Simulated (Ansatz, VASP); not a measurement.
# TiB2: VASP beside Ansatz

```xyz
3
Lattice="2.9943 0.0000 0.0000 -1.4972 2.5932 0.0000 0.0000 0.0000 3.1598" Properties=species:S:1:pos:R:3 pbc="T T T"
Ti    0.0000    0.0000    0.0000
B     0.0000    1.7288    1.5799
B     1.4972    0.8644    1.5799
```

Alike in both runs: functional LDA; k mesh 18 × 18 × 14; occupations fermi-dirac, width 0.15 eV; no spin polarisation.

Ansatz relaxed the structure, and its values are those at the end. VASP's run is a single point on that final structure, the one shown.

|  | VASP | Ansatz |
| --- | --- | --- |
| version | VASP 6.6.1 | Ansatz 0.2.0 |
| potentials or method | VASP PAW LDA potentials, release 64 (Ti_sv, B), cutoff 520 eV | scalar-relativistic, plane waves, PAW |
| valence electrons in the cell | 18 | 18 |

```tsv
	VASP	Ansatz	Ansatz less VASP
gap on the k mesh at the Fermi level (eV)	none	none	-
pressure (GPa)	0.6	0.0	-0.64
```

Ansatz warns that its potentials were made for another functional, while VASP's fit it. LDA's correlation is that of Perdew and Zunger in VASP and of Perdew and Wang (1992) in Ansatz. A gap of «none» marks a metal or a gap that the smearing closes.
